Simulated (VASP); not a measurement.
# Ga in VASP: settings compared, part 2 of 2

VASP 6.6.1.

## Step 6: Single point, PBE0

This run uses another cell than the first one, of 18.84 Å³/atom, 0.940 times its volume.

POSCAR reads:

```
Ga
1.0
    2.6610260726      0.0000000000      0.0000000000
    0.0000000000      2.6610260726      0.0000000000
    0.0000000000      0.0000000000      2.6610260726
Ga
1
Direct
    0.0000000000      0.0000000000      0.0000000000
```

INCAR.step1 reads:

```
SYSTEM = Ga
  PREC = Accurate
  ENCUT = 520
  EDIFF = 1E-5
  ISMEAR = -1
  SIGMA = 0.05
  LREAL = .FALSE.
  LASPH = .TRUE.
  NELM = 60
  ALGO = Normal
  ISIF = 2
  LWAVE = .TRUE.
  GGA = PE
  NBANDS = 12
```

INCAR.step2 reads:

```
SYSTEM = Ga
  PREC = Accurate
  ENCUT = 520
  EDIFF = 1E-6
  ISMEAR = -1
  SIGMA = 0.05
  LREAL = .FALSE.
  LASPH = .TRUE.
  NELM = 60
  ALGO = Normal
  ISIF = 2
  LWAVE = .FALSE.
  LCHARG = .TRUE.
  GGA = PE
  LHFCALC = .TRUE.
  AEXX = 0.25
  PRECFOCK = Normal
  LELF = .TRUE.
  LVHAR = .TRUE.
  ISTART = 1
  NBANDS = 12
```

KPOINTS reads:

```
regular mesh
0
G
  5 5 5
  0 0 0
```

Potentials or basis: VASP PAW PBE potentials, release 64 (Ga_d).

Command:

```console
$ cat potpaw_PBE.64/Ga_d/POTCAR > POTCAR
$ cp INCAR.step1 INCAR
$ mpirun -np 1 vasp_std > vasp.out
$ cp INCAR.step2 INCAR
$ mpirun -np 1 vasp_std > vasp.out
```

OUTCAR:

```text
SYSTEM = Ga
   PREC = Accurate
   ENCUT = 520
   EDIFF = 1E-6
   ISMEAR = -1
   LREAL = .FALSE.
   LASPH = .TRUE.
   NELM = 60
   ISIF = 2
   GGA = PE
   LHFCALC = .TRUE.
   AEXX = 0.25
   PRECFOCK = Normal
   ISTART = 1

 ion  position               nearest neighbor table
   1  0.000  0.000  0.000-

  LATTYP: Found a simple cubic cell.
 ALAT       =     2.6610260726

  Lattice vectors:

 A1 = (   2.6610260726,   0.0000000000,   0.0000000000)
 A2 = (   0.0000000000,   2.6610260726,   0.0000000000)
 A3 = (   0.0000000000,   0.0000000000,   2.6610260726)

Analysis of symmetry for initial positions (statically):
=====================================================================
 Subroutine PRICEL returns:
 Original cell was already a primitive cell.

 Routine SETGRP: Setting up the symmetry group for a
 simple cubic supercell.

 Subroutine GETGRP returns: Found 48 space group operations
 (whereof 48 operations were pure point group operations)
 out of a pool of 48 trial point group operations.

The static configuration has the point symmetry O_h .

[... 158 lines left out ...]
 k-point     1 :       0.0000    0.0000    0.0000
  band No.  band energies     occupation
      1     -13.2491      2.00000
      2     -13.2491      2.00000
      3     -12.6597      2.00000
      4     -12.6597      2.00000
      5     -12.6597      2.00000
      6      -7.6142      2.00000
      7      15.9467      0.00000
      8      15.9467      0.00000
      9      15.9467      0.00000
     10      18.6724      0.00000
     11      18.6724      0.00000
     12      21.6219      0.00000
[... 121 lines left out ...]
 k-point    10 :       0.4000    0.4000    0.4000
  band No.  band energies     occupation
      1     -13.0163      2.00000
      2     -13.0041      2.00000
      3     -13.0041      2.00000
      4     -12.5677      2.00000
      5     -12.5677      2.00000
      6       3.7974      2.00000
      7       8.6927      0.00000
      8       8.6927      0.00000
      9      11.8897      0.00000
     10      15.6319      0.00000
     11      16.0088      0.00000
     12      16.0088      0.00000

------------------------ aborting loop because EDIFF is reached ----------------------------------------

  FORCE on cell =-STRESS in cart. coord.  units (eV):
  Direction    XX          YY          ZZ          XY          YZ          ZX
  --------------------------------------------------------------------------------------
  -------------------------------------------------------------------------------------
  Total        0.2176881      0.2176881      0.2176881     -0.0000000     -0.0000000      0.0000000
  in kB       18.5096363     18.5096363     18.5096363     -0.0000000     -0.0000000      0.0000000
  external PRESSURE =      18.5096363 kB  Pullay stress =       0.0000000 kB

 VOLUME and BASIS-vectors are now :
 -----------------------------------------------------------------------------
  energy-cutoff  :      520.00
  volume of cell :       18.84
      direct lattice vectors                 reciprocal lattice vectors
     2.661026073  0.000000000  0.000000000     0.375794890  0.000000000  0.000000000
     0.000000000  2.661026073  0.000000000     0.000000000  0.375794890  0.000000000
     0.000000000  0.000000000  2.661026073     0.000000000  0.000000000  0.375794890

 POSITION                                       TOTAL-FORCE (eV/Angst)
 -----------------------------------------------------------------------------------
      0.00000      0.00000      0.00000         0.000000      0.000000      0.000000
 -----------------------------------------------------------------------------------
    total drift:                               -0.000000     -0.000000     -0.000000

  FREE ENERGIE OF THE ION-ELECTRON SYSTEM (eV)
  ---------------------------------------------------
  free  energy   TOTEN  =        -3.5454526503 eV

  energy  without entropy=       -3.5396577326  energy(sigma->0) =       -3.54255519
```

OSZICAR.step1:

```text
N       E                     dE             d eps       ncg     rms          rms(c)
DAV:   1     0.413305243701E+02    0.41331E+02   -0.71474E+03   264   0.193E+03
DAV:   2    -0.779283702970E+00   -0.42110E+02   -0.40697E+02   248   0.256E+02
DAV:   3    -0.285280583544E+01   -0.20735E+01   -0.20689E+01   276   0.431E+01
DAV:   4    -0.287104282000E+01   -0.18237E-01   -0.18234E-01   268   0.437E+00
DAV:   5    -0.287127688523E+01   -0.23407E-03   -0.23406E-03   268   0.476E-01    0.976E-01
DAV:   6    -0.284974147484E+01    0.21535E-01   -0.44329E-02   288   0.419E+00    0.479E-01
DAV:   7    -0.284674423434E+01    0.29972E-02   -0.73774E-03   320   0.142E+00    0.139E-01
DAV:   8    -0.284644142343E+01    0.30281E-03   -0.78021E-04   288   0.451E-01    0.145E-02
DAV:   9    -0.284644813781E+01   -0.67144E-05   -0.11200E-05   220   0.373E-02
   1 F= -.28464481E+01 E0= -.28435507E+01  d E =-.579497E-02
```

Wall time 5.4 min (1 thread of AMD EPYC 7R43 (Zen 3), shared host); peak memory 0.09 GiB.

Results:

- Free energy: -3.5455 eV
- Pressure: 1.9 GPa

Levels at points of the mesh, in eV from the Fermi level:
```tsv
k point	band 4	band 5	band 6	band 7	band 8	band 9
(0.00, 0.00, 0.00)	-17.54	-17.54	-12.49	11.07	11.07	11.07
```

Caveat: the k points lie up to 0.47 Å⁻¹ apart; the PAW data sets were made with another functional, which shifts forces and pressure a little.

## Step 7: The runs side by side

| task | level | cell | k mesh | cutoff (eV) | grid for exact exchange (PRECFOCK) | gap on the mesh (eV) | pressure (GPa) | relaxed volume (Å³/atom) |
| --- | --- | --- | --- | --- | --- | --- | --- | --- |
| relaxation of cell and atoms | revPBE+D3(BJ) | relaxed from a = 2.716 Å, 1 atom | 10 × 10 × 10 | 600 | - | none | 0.0 | 18.82 |
| relaxation of cell and atoms | revPBE+D4 | relaxed from a = 2.716 Å, 1 atom | 10 × 10 × 10 | 600 | - | none | -0.1 | 18.48 |
| relaxation of cell and atoms | BLYP+D3(BJ) | relaxed from a = 2.716 Å, 1 atom | 10 × 10 × 10 | 600 | - | none | 0.1 | 19.92 |
| single point | PBE | a = 2.681, b = 2.744, c = 2.727 Å, angles 88.9, 88.0, 91.1°, 1 atom | 10 × 10 × 10 | 520 | - | none | 0.2 | - |
| single point | PBE0 | a = 2.661 Å, 1 atom | 5 × 5 × 5 | 520 | Normal | none | 1.9 | - |

Alike in all rows: potentials or basis VASP PAW PBE potentials, release 64 (Ga_d); no spin polarisation; smearing fermi-dirac 0.05 eV.

Caveats: some runs use coarse meshes; the PAW data sets were made with another functional, which shifts forces and pressure a little (some runs); pairwise dispersion overbinds metals, which lowers pressure and volume (some runs).

Absolute energies hang on the potentials; compare differences alone.
